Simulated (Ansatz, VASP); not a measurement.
**Two plane-wave programs on PbSe**

```
Pb Se
1.0
     5.32937    0.00000    0.00000
    -2.66468    4.48094    0.00000
     0.00000    0.00000    6.21477
Pb Se
2 2
Direct
  0.33203 0.66406 0.93145
  0.66797 0.33594 0.43145
  0.33226 0.66453 0.44355
  0.66774 0.33547 0.94355
```

Change from the starting cell: uniaxial_x strain +3.0%.

Alike in both runs: task single point; functional r2SCAN; k mesh 6 × 6 × 4; no spin polarisation.

|  | VASP | Ansatz |
| --- | --- | --- |
| version | VASP 6.6.1 | Ansatz 0.2.0 |
| potentials or method | VASP PAW PBE potentials, release 64 (Pb_d, Se) | plane waves, PAW |
| plane-wave cutoff (eV) | 520 | 500 |
| occupations | gaussian, width 0.01 eV | fixed |
| valence electrons in the cell | 40 | 60 |

|  | VASP | Ansatz | Ansatz less VASP |
| --- | --- | --- | --- |
| gap on the k mesh at the Fermi level (eV) | 1.58 | 1.58 | -0.002 |
| pressure (GPa) | -1.0 | -1.0 | 0.00 |
| traceless stress, the component that is largest in VASP (GPa) | 0.80 | 0.80 | +0.003 |

VASP's potentials were made for PBE, not for r2SCAN. VASP's potentials hold 40 valence electrons a cell and Ansatz's 60, so a difference there can come from the potentials and not from the codes.

Neither program's run includes spin-orbit coupling.
